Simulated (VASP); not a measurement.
# BaH4 (C2/m) in VASP: notebook, part 2 of 2

VASP 6.6.1. Earlier steps stand in the parts before.

**4. Relaxation of shape and atoms at fixed volume, PBE (13.62 Å³/atom)**

This run uses another cell than the first one, of 13.62 Å³/atom.

Contents of INCAR:

```
SYSTEM = BaH4
  PREC = Accurate
  ENCUT = 600
  EDIFF = 1E-7
  ISMEAR = 0
  SIGMA = 0.02
  LREAL = .False.
  LASPH = .True.
  NELM = 80
  ALGO = Normal
  ISIF = 4
  LWAVE = .False.
  LCHARG = .False.
  GGA = PE
  IBRION = 2
  NSW = 50
  EDIFFG = -0.01
```

Contents of KPOINTS:

```
regular mesh
0
Gamma
  6 6 6
  0 0 0
```

Contents of POSCAR:

```
BaH4
1.0
    3.8566233496     -2.3281835701     -0.0043844089
    3.8566233496      2.3281835701     -0.0043844089
   -2.4109525109      0.0000000000      3.7957611995
Ba H
1 4
Direct
    0.0000000000      0.0000000000      0.5000000000
    0.7418002539      0.7418002539      0.7595993250
    0.2581997461      0.2581997461      0.2404006750
    0.5378340169      0.5378340169      0.9680510329
    0.4621659831      0.4621659831      0.0319489671
```

Potentials or basis: VASP PAW PBE potentials, release 64 (Ba_sv, H).

Command:

```sh
> cat potpaw_PBE.64/Ba_sv/POTCAR potpaw_PBE.64/H/POTCAR > POTCAR
> mpirun -np 1 vasp_std > vasp.out
```

OUTCAR:

```text
SYSTEM = BaH4
   PREC = Accurate
   ENCUT = 600
   EDIFF = 1E-7
   ISMEAR = 0
   LREAL = .False.
   LASPH = .True.
   NELM = 80
   ISIF = 4
   GGA = PE
   IBRION = 2
   NSW = 50
   EDIFFG = -0.01

 ion  position               nearest neighbor table
   1  0.000  0.000  0.500-   2 2.80   3 2.80   2 2.81   2 2.81   3 2.81   3 2.81   3 2.82   2 2.82

   2  0.742  0.742  0.760-   1 2.80   1 2.81   1 2.81   1 2.82
   3  0.258  0.258  0.240-   1 2.80   1 2.81   1 2.81   1 2.82
   4  0.538  0.538  0.968-   5 0.78
   5  0.462  0.462  0.032-   4 0.78

  LATTYP: Found a base centered monoclinic cell.
 ALAT       =     7.7132516836
 B/A-ratio  =     0.6036840662
 C/A-ratio  =     0.5829863547
 COS(beta)  =    -0.5371172563

  Lattice vectors:

 A1 = (   3.8566233496,  -2.3281835701,  -0.0043844089)
 A2 = (   3.8566233496,   2.3281835701,  -0.0043844089)
 A3 = (  -2.4109525109,   0.0000000000,   3.7957611995)

Analysis of symmetry for initial positions (statically):
=====================================================================
 Subroutine PRICEL returns:
 Original cell was already a primitive cell.

 Routine SETGRP: Setting up the symmetry group for a
 base centered monoclinic supercell.

 Subroutine GETGRP returns: Found  4 space group operations
 (whereof  4 operations were pure point group operations)
 out of a pool of  4 trial point group operations.

The static configuration has the point symmetry C_2h.

Analysis of symmetry for dynamics (positions and initial velocities):
=====================================================================
 Subroutine PRICEL returns:
 Original cell was already a primitive cell.

 Routine SETGRP: Setting up the symmetry group for a
 base centered monoclinic supercell.

 Subroutine GETGRP returns: Found  4 space group operations
 (whereof  4 operations were pure point group operations)
 out of a pool of  4 trial point group operations.

The dynamic configuration has the point symmetry C_2h.

 Subroutine INISYM returns: Found  4 space group operations
 (whereof  4 operations are pure point group operations),
 and found     1 'primitive' translations

----------------------------------------------------------------------------------------

                                     Primitive cell

  volume of cell :      68.1145

  direct lattice vectors                    reciprocal lattice vectors
     3.856623350 -2.328183570 -0.004384409     0.129740776 -0.214759698  0.082407410
     3.856623350  2.328183570 -0.004384409     0.129740776  0.214759698  0.082407410
    -2.410952511  0.000000000  3.795761199     0.000299722  0.000000000  0.263642143

  length of vectors
     4.504886416  4.504886416  4.496720482     0.264093503  0.264093503  0.263642313

  position of ions in fractional coordinates (direct lattice)
     1.000000000  1.000000000  0.500000000
     0.741800254  0.741800254  0.759599325
     0.258199746  0.258199746  0.240400675
     0.537834017  0.537834017  0.968051033
     0.462165983  0.462165983  0.031948967

  ion indices of the primitive-cell ions
[... 59 lines left out ...]
 [... further k-points ...]
   k-points           NKPTS =     68   k-points in BZ     NKDIM =     68   number of bands    NBANDS=     11
   number of dos      NEDOS =    301   number of ions     NIONS =      5
   total plane-waves  NPLWV =  46656
   dimension x,y,z NGX =    36 NGY =   36 NGZ =   36
   dimension x,y,z NGXF=    72 NGYF=   72 NGZF=   72
   ions per type =               1   4
   NGX,Y,Z   is equivalent  to a cutoff of  13.29, 13.29, 13.31 a.u.
   NGXF,Y,Z  is equivalent  to a cutoff of  26.57, 26.57, 26.62 a.u.
 SYSTEM =  BaH4
   PREC   = accura    normal or accurate (medium, high low for compatibility)
   ISTART =      0    job   : 0-new  1-cont  2-samecut
   ICHARG =      2    charge: 1-file 2-atom 10-const
   ISPIN  =      1    spin polarized calculation?
   LNONCOLLINEAR =      F non collinear calculations
   LSORBIT =      F    spin-orbit coupling
   LASPH  =      T    aspherical Exc in radial PAW
   ENCUT  =  600.0 eV  44.10 Ry    6.64 a.u.   9.00  9.00  8.98*2*pi/ulx,y,z
   NELM   =     80;   NELMIN=  2; NELMDL= -5     # of ELM steps
   EDIFF  = 0.1E-06   stopping-criterion for ELM
   LREAL  =      F    real-space projection
   EDIFFG = -.1E-01   stopping-criterion for IOM
   NSW    =     50    number of steps for IOM
   IBRION =      2    ionic relax: 0-MD 1-quasi-New 2-CG
   NFREE  =      1    steps in history (QN), initial steepest desc. (CG)
   ISIF   =      4    stress and relaxation
   ISYM   =      2    0-nonsym 1-usesym 2-fastsym
   POTIM  = 0.5000    time-step for ionic-motion
   TEBEG  =    0.0;   TEEND  =   0.0 temperature during run
   PSTRESS=    0.0 pullay stress
   NELECT =      14.0000    total number of electrons
   NUPDOWN=      -1.0000    fix difference up-down
   EMIN   =  10.00;   EMAX   =-10.00  energy-range for DOS
   EFERMI =   0.00;   METHOD = LEGACY
   ISMEAR =     0;   SIGMA  =   0.02  broadening in eV -4-tet -1-fermi 0-gaus
   EFERMI_NEDOS =   21; number of points for ismear=-14 and -15
   IALGO  =     38    algorithm
   IMIX   =      4    mixing-type and parameters
     AMIX     =   0.40;   BMIX     =  1.00
     AMIX_MAG =   1.60;   BMIX_MAG =  1.00
  volume/ion in A,a.u.               =      13.62        91.93
  Fermi-wavevector in a.u.,A,eV,Ry     =   0.966135  1.825730 12.699897  0.933416
  Thomas-Fermi vector in A             =   2.095910
   LORBIT       =      0    0 simple, 1 ext, 2 COOP (PROOUT), +10 PAW based schemes
   GGA     = PE    functional components
   LHFCALC =     F    Hartree Fock is set to
   AEXX    =    0.0000 exact exchange contribution
   IVDW    =     0    specifies the selected vdW correction
   LEPSILON=     F    determine dielectric tensor
   LRPA    =     F    only Hartree local field effects (RPA)
 conjugate gradient relaxation of ions
 non-spin polarized calculation
 Gauss-broadening in eV      SIGMA  =   0.02
  energy-cutoff  :      600.00
  volume of cell :       68.11
 maximum number of plane-waves:      2316
   NGX = 17   NGY = 17   NGZ = 17

--------------------------------------- Ionic step        1  -------------------------------------------

 number of electron      14.0000000 magnetization

 Free energy of the ion-electron system (eV)
  ---------------------------------------------------
  ext. energy  EPLUGINS =         0.00000000
  ---------------------------------------------------
  free energy    TOTEN  =       -16.78062804 eV

  energy without entropy =      -16.78062804  energy(sigma->0) =      -16.78062804

------------------------ aborting loop because EDIFF is reached ----------------------------------------

  FORCE on cell =-STRESS in cart. coord.  units (eV):
  Direction    XX          YY          ZZ          XY          YZ          ZX
  --------------------------------------------------------------------------------------
  -------------------------------------------------------------------------------------
  Total       -0.6235637     -0.4744475     -0.4971478      0.0000000      0.0000000      0.0360926
  in kB      -14.6673551    -11.1598706    -11.6938219      0.0000000      0.0000000      0.8489649
  external PRESSURE =     -12.5070159 kB  Pullay stress =       0.0000000 kB
[... 65 lines left out ...]
--------------------------------------- Ionic step        3  -------------------------------------------

 number of electron      14.0000000 magnetization

 Free energy of the ion-electron system (eV)
  ---------------------------------------------------
  ext. energy  EPLUGINS =         0.00000000
  ---------------------------------------------------
  free energy    TOTEN  =       -16.78172654 eV

  energy without entropy =      -16.78172654  energy(sigma->0) =      -16.78172654

 E-fermi :   0.5008     XC(G=0):  -8.2084

 val. band max:        0.3219936459   @ k =   0.0000   0.0000   0.0000
 cond. band min:       2.8141105018   @ k =   0.0000   0.0000   0.5000
 fundamental gap:      2.4921168560
 Fermi energy:         0.5007611938

 k-point     1 :       0.0000    0.0000    0.0000
  band No.  band energies     occupation
      1     -26.6462      2.00000
      2     -11.6634      2.00000
      3     -11.6633      2.00000
      4     -11.6425      2.00000
      5      -7.2032      2.00000
      6      -1.3772      2.00000
      7       0.3220      2.00000
      8       3.4262      0.00000
      9       3.4536      0.00000
     10       3.8487      0.00000
     11       5.2598      0.00000
[... 309 lines left out ...]
 k-point    24 :      -0.1667    0.1667    0.1667
  band No.  band energies     occupation
      1     -26.6223      2.00000
      2     -11.9722      2.00000
      3     -11.7321      2.00000
      4     -11.7270      2.00000
      5      -6.7375      2.00000
      6      -1.3477      2.00000
      7      -0.8759      2.00000
      8       3.7164      0.00000
      9       3.8629      0.00000
     10       4.6196      0.00000
     11       5.8247      0.00000

 [... further k-points ...]
[... 5 lines left out ...]
  --------------------------------------------------------------------------------------
  -------------------------------------------------------------------------------------
  Total       -0.4254604     -0.4801864     -0.4809658      0.0000000      0.0000000     -0.0329319
  in kB      -10.0076037    -11.2948585    -11.3131931      0.0000000      0.0000000     -0.7746183
  external PRESSURE =     -10.8718851 kB  Pullay stress =       0.0000000 kB
[... 20 lines left out ...]
  FREE ENERGIE OF THE ION-ELECTRON SYSTEM (eV)
  ---------------------------------------------------
  free  energy   TOTEN  =       -16.7817265365 eV

  energy  without entropy=      -16.7817265365  energy(sigma->0) =      -16.78172654

 reached required accuracy - stopping structural energy minimisation
```

OSZICAR:

```text
N       E                     dE             d eps       ncg     rms          rms(c)
DAV:   1     0.715110043510E+02    0.71511E+02   -0.64809E+03  1496   0.118E+03
DAV:   2    -0.139033628413E+02   -0.85414E+02   -0.81320E+02  2065   0.189E+02
[... 20 lines left out ...]
   2 F= -.16777871E+02 E0= -.16777871E+02  d E =0.275740E-02
       N       E                     dE             d eps       ncg     rms          rms(c)
DAV:   1    -0.167819942276E+02   -0.41236E-02   -0.70504E-02  1610   0.149E+00    0.136E-01
DAV:   2    -0.167818170540E+02    0.17717E-03   -0.10001E-03  1789   0.196E-01    0.778E-02
DAV:   3    -0.167817258962E+02    0.91158E-04   -0.30530E-04  1923   0.985E-02    0.592E-03
DAV:   4    -0.167817266159E+02   -0.71972E-06   -0.18895E-05  1799   0.279E-02    0.376E-03
DAV:   5    -0.167817265365E+02    0.79381E-07   -0.83097E-07  2199   0.545E-03
   3 F= -.16781727E+02 E0= -.16781727E+02  d E =-.109850E-02
```

Wall time 2.6 min (1 thread of Intel Xeon 8259CL, shared host); peak memory 0.25 GiB.

What came out:

```yaml
Free_energy: -16.7817 eV
Energy_gained_by_relaxing: 0.2 meV/atom
Ionic_steps: 3
Pressure_after_relaxing: -1.1 GPa
Largest_force_after_relaxing: 0.008 eV/Å
Band_gap_on_the_k_mesh: 2.49 eV (least direct gap 2.98 eV)
```

Forces in eV/Å, atoms in the order of the input:
```
Ba   0.000  0.000  0.000
H    0.006  0.000 -0.005
H   -0.006  0.000  0.005
H   -0.004  0.000 -0.003
H    0.004  0.000  0.003
```

Step by step:
```csv
step,energy change (eV),largest force (eV/Å),pressure (GPa),volume (Å³)
1,0.0000,0.2491,-1.25,68.11
2,0.0028,0.4864,-0.77,68.11
3,-0.0011,0.0080,-1.09,68.11
```

Final structure:
```
Ba H
1.0
     3.85541   -2.32864   -0.00391
     3.85541    2.32864   -0.00391
    -2.40973    0.00000    3.79591
Ba H
1 4
Direct
  0.00000 0.00000 0.50000
  0.74180 0.74180 0.75958
  0.25820 0.25820 0.24042
  0.53741 0.53741 0.96838
  0.46259 0.46259 0.03162
```

Levels at points of the mesh, in eV from the valence-band top:
| k point | band 4 | band 5 | band 6 | band 7 | band 8 | band 9 | band 10 | band 11 |
| --- | --- | --- | --- | --- | --- | --- | --- | --- |
| (0.00, 0.00, 0.00) | -11.96 | -7.53 | -1.70 | 0.00 | 3.10 | 3.13 | 3.53 | 4.94 |
| (0.50, 0.00, 0.00) | -12.02 | -6.78 | -2.44 | -0.48 | 2.54 | 2.87 | 5.74 | 5.80 |
| (0.50, 0.50, 0.00) | -12.10 | -7.13 | -1.85 | -1.18 | 4.09 | 5.05 | 5.77 | 6.00 |
| (0.00, 0.00, 0.50) | -12.02 | -6.78 | -2.42 | -0.49 | 2.49 | 2.91 | 5.73 | 5.74 |
| (0.50, 0.00, 0.50) | -12.10 | -7.13 | -1.87 | -1.14 | 4.09 | 4.94 | 5.73 | 6.00 |
| (0.50, 0.50, 0.50) | -12.05 | -6.76 | -2.80 | -0.49 | 2.74 | 2.78 | 5.79 | 6.14 |

Caveat: spin-orbit coupling is left out, which moves the levels of the heavy elements. A k mesh can miss the band edges.

**5. Relaxation of shape and atoms at fixed volume, PBE (14.14 Å³/atom)**

This run uses another cell than the first one, of 14.14 Å³/atom.

Contents of INCAR:

```
PREC     = Accurate       # precision mode
ENCUT    = 600            # plane-wave cutoff, eV
EDIFF    = 1E-6           # SCF threshold, eV
ISMEAR   = 0              # smearing method
SIGMA    = 0.02           # smearing width, eV
LREAL    = False          # projectors in reciprocal space
LASPH    = True           # aspherical terms in the spheres
NELM     = 80             # most SCF steps
ALGO     = Normal         # electronic algorithm
ISIF     = 4              # what is computed and relaxed
LWAVE    = False          # write WAVECAR
LCHARG   = False          # write CHGCAR
GGA      = PE             # functional
IBRION   = 2              # ionic algorithm
NSW      = 50             # ionic steps
EDIFFG   = -0.01          # ionic threshold
```

Contents of KPOINTS:

```
regular mesh
0
Gamma
  6 6 6
```

Contents of POSCAR:

```
BaH4
1.0
    3.9059565317     -2.3574102550     -0.0089107108
    3.9059565317      2.3574102550     -0.0089107108
   -2.4461931681      0.0000000000      3.8438358443
Ba H
1 4
Direct
    0.0000000000      0.0000000000      0.5000000000
    0.7422265183      0.7422265183      0.7590833383
    0.2577734817      0.2577734817      0.2409166617
    0.5370469128      0.5370469128      0.9677217248
    0.4629530872      0.4629530872      0.0322782752
```

Command:

```sh
> cat potpaw_PBE.64/Ba_sv/POTCAR potpaw_PBE.64/H/POTCAR > POTCAR
> mpirun -np 1 vasp_std > vasp.out
```

It took 3.3 min on 1 thread of Intel Xeon 8259CL, shared host; peak memory 0.26 GiB.

Results (log left out):

```yaml
Free_energy: -16.7585 eV
Energy_gained_by_relaxing: 0.4 meV/atom
Ionic_steps: 5
Pressure_after_relaxing: -1.9 GPa
Largest_force_after_relaxing: 0.009 eV/Å
Band_gap_on_the_k_mesh: 2.50 eV (least direct gap 3.03 eV)
```

Forces in eV/Å, atoms in the order of the input:
```
Ba   0.000  0.000  0.000
H    0.007  0.000 -0.005
H   -0.007  0.000  0.005
H   -0.001  0.000 -0.003
H    0.001  0.000  0.003
```

The path:
```csv
step,energy change (eV),largest force (eV/Å),pressure (GPa),volume (Å³)
1,0.0000,0.3116,-2.10,70.68
2,0.0045,0.6273,-1.52,70.68
3,-0.0017,0.0106,-1.90,70.68
4,-0.0018,0.0102,-1.90,70.68
5,-0.0019,0.0088,-1.90,70.68
```

Final structure:
```
CELL_PARAMETERS angstrom
3.90948 -2.35646 -0.01247
3.90948 2.35646 -0.01247
-2.45190 0.00000 3.84416
ATOMIC_POSITIONS crystal
Ba 0.00000 0.00000 0.50000
H 0.74233 0.74233 0.75879
H 0.25767 0.25767 0.24121
H 0.53639 0.53639 0.96809
H 0.46361 0.46361 0.03191
```

Levels at points of the mesh, in eV from the valence-band top:
```csv
k point,band 4,band 5,band 6,band 7,band 8,band 9,band 10,band 11
"(0.00, 0.00, 0.00)",-12.08,-7.45,-1.74,0.00,3.09,3.11,3.46,4.84
"(0.50, 0.00, 0.00)",-12.13,-6.78,-2.37,-0.53,2.53,2.87,5.61,5.66
"(0.50, 0.50, 0.00)",-12.20,-7.07,-1.78,-1.20,3.96,4.93,5.65,5.86
"(0.00, 0.00, 0.50)",-12.13,-6.78,-2.35,-0.53,2.50,2.90,5.61,5.62
"(0.50, 0.00, 0.50)",-12.20,-7.08,-1.80,-1.17,3.96,4.85,5.62,5.86
"(0.50, 0.50, 0.50)",-12.15,-6.75,-2.70,-0.54,2.75,2.78,5.63,5.97
```

Caveat: spin-orbit coupling is left out, which moves the levels of the heavy elements. A k mesh can miss the band edges.

**6. The runs side by side**

```tsv
cell	gap on the mesh (eV)	pressure (GPa)	largest force (eV/Å)
relaxed from a = 4.374, b = 4.374, c = 4.363 Å, angles 117.3, 117.3, 62.2°, 5 atoms, atomic positions A	2.45	1.5	0.01
relaxed from a = 4.463, b = 4.463, c = 4.451 Å, angles 117.3, 117.3, 62.2°, 5 atoms, atomic positions A	2.47	-0.4	0.01
relaxed from a = 4.505, b = 4.505, c = 4.497 Å, angles 117.4, 117.4, 62.2°, 5 atoms, atomic positions B	2.49	-1.1	0.01
relaxed from a = 4.562, b = 4.562, c = 4.556 Å, angles 117.5, 117.5, 62.2°, 5 atoms, atomic positions C	2.50	-1.9	0.01
```

Alike in all rows: task relaxation of shape and atoms at fixed volume; level PBE; potentials or basis VASP PAW PBE potentials, release 64 (Ba_sv, H); no spin polarisation; k mesh 6 × 6 × 6; cutoff (eV) 600; smearing gaussian 0.02 eV.

Caveats: spin-orbit coupling is left out, which moves the levels of the heavy elements.

Absolute energies hang on the potentials; compare differences alone.
